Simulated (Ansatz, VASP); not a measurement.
## Two plane-wave programs on GaH2

File INCAR:

```
  PREC = Accurate
  ENCUT = 600
  EDIFF = 1E-6
  ISMEAR = 0
  SIGMA = 0.1
  LREAL = False
  LASPH = True
  NELM = 60
  ALGO = Normal
  ISIF = 3
  LWAVE = False
  LCHARG = False
  GGA = PE
  IBRION = 2
  NSW = 90
  EDIFFG = -0.025
```

KPOINTS

```
Automatic mesh
0
Gamma
  14 14 14
```

File POSCAR:

```
GaH2
1.0
   -1.6976519435      1.6976519435      2.4068666910
    1.6976519435     -1.6976519435      2.4068666910
    1.6976519435      1.6976519435     -2.4068666910
Ga H
1 2
Direct
    0.0000000000      0.0000000000      0.0000000000
    0.2500000000      0.7500000000      0.5000000000
    0.7500000000      0.2500000000      0.5000000000
```

Input for Ansatz:

```yaml
crystal:
  lattice:
    - [-1.6976519435, 1.6976519435, 2.406866691]
    - [1.6976519435, -1.6976519435, 2.406866691]
    - [1.6976519435, 1.6976519435, -2.406866691]
  atoms:
    - { symbol: Ga, position: [0.0, 0.0, 0.0] }
    - { symbol: H, position: [0.25, 0.75, 0.5] }
    - { symbol: H, position: [0.75, 0.25, 0.5] }
basis:
  ecutwfc: 420
kpoints:
  mp_grid: { grid: [14, 14, 14] }
hamiltonian:
  xc: pbe
scf:
  occupations: { method: gaussian, width: 0.1 }
output:
  forces: true
  stress: true
  eigenvalues: true
  write_density: true
  write_potential: true
  elf: true
  volumetric_format: npy
relax:
  adjacent_minimum: "off"
  f_tol: 0.025
  max_steps: 70
  cell: { stress_tol: 0.12 }
```

Alike in both runs: task relaxation of cell and atoms; functional PBE; k mesh 14 × 14 × 14; occupations gaussian, width 0.1 eV; no spin polarisation.

```csv
,VASP,Ansatz
version,VASP 6.6.1,Ansatz 0.2.0
potentials or method,"VASP PAW PBE potentials, release 64 (Ga_d, H), cutoff 600 eV","scalar-relativistic, plane waves, PAW"
valence electrons in the cell,15,15
```

|  | VASP | Ansatz | Ansatz less VASP |
| --- | --- | --- | --- |
| gap on the k mesh at the Fermi level, each at its own relaxed structure (eV) | none | none | - |
| relaxed volume (Å³/atom) | 9.25 | 9.29 | +0.040 |
| relaxed cell length with the largest relative difference (Å) | 3.400 | 3.403 | +0.0036 |

A gap of «none» marks a metal or a gap that the smearing closes.

Noted on VASP's run: the relaxation stopped at its first step, so nothing moved.
